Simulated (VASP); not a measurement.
## MoS2: single point with BLYP

The system is MoS2.

```
CELL_PARAMETERS angstrom
1.58000 0.91221 6.15000
-1.58000 0.91221 6.15000
0.00000 -1.82443 6.15000
ATOMIC_POSITIONS crystal
Mo 0.00000 0.00000 0.00000
S 0.41700 0.41700 0.41700
S 0.25000 0.25000 0.25000
```

```json
{
  "Program": "VASP 6.6.1",
  "Task": "single point",
  "Functional": "BLYP",
  "Potentials or basis": "VASP PAW PBE potentials, release 64 (Mo_sv, S)",
  "Cutoff": "520 eV",
  "k mesh": "10 × 10 × 10",
  "Occupations": "fermi-dirac, width 0.05 eV",
  "Spin": "no spin polarisation",
  "Dipole correction": "no",
  "Further INCAR settings": "ALGO = Normal; EDIFF = 1e-06; NBANDS = 20"
}
```

```json
{"Pressure": "12.9 GPa", "Largest force": "0.935 eV/Å", "Band gap on the k mesh": "0.98 eV, indirect (least direct gap 1.95 eV)"}
```

Forces in eV/Å, atoms in the order of the input:
```
Mo   0.000  0.000  0.084
S    0.000  0.000  0.851
S    0.000  0.000 -0.935
```

Stress tensor (GPa, compression positive):
```
12.93  0.00  0.00
 0.00 12.93  0.00
 0.00  0.00 12.81
```

Levels at points of the mesh, in eV from the valence-band top:
```csv
k point,band 10,band 11,band 12,band 13,band 14,band 15,band 16,band 17
"(0.00, 0.00, 0.00)",-2.34,-2.34,-1.27,-1.15,2.03,2.03,2.41,2.41
"(0.50, 0.00, 0.00)",-4.04,-2.35,-1.66,-1.41,1.55,1.99,3.48,3.51
"(0.50, 0.50, 0.00)",-3.97,-2.91,-1.84,-1.23,1.50,2.11,3.06,3.89
"(0.50, 0.50, 0.50)",-3.47,-2.32,-2.32,0.00,2.12,2.12,2.28,2.28
```

It took 5.4 min on 1 thread of Intel(R) Xeon(R) Platinum 8488C (Sapphire Rapids), on a shared host, peak memory 0.37 GiB.

Caveat: the PAW data sets were made with another functional, which shifts forces and pressure a little. A k mesh can miss the band edges.
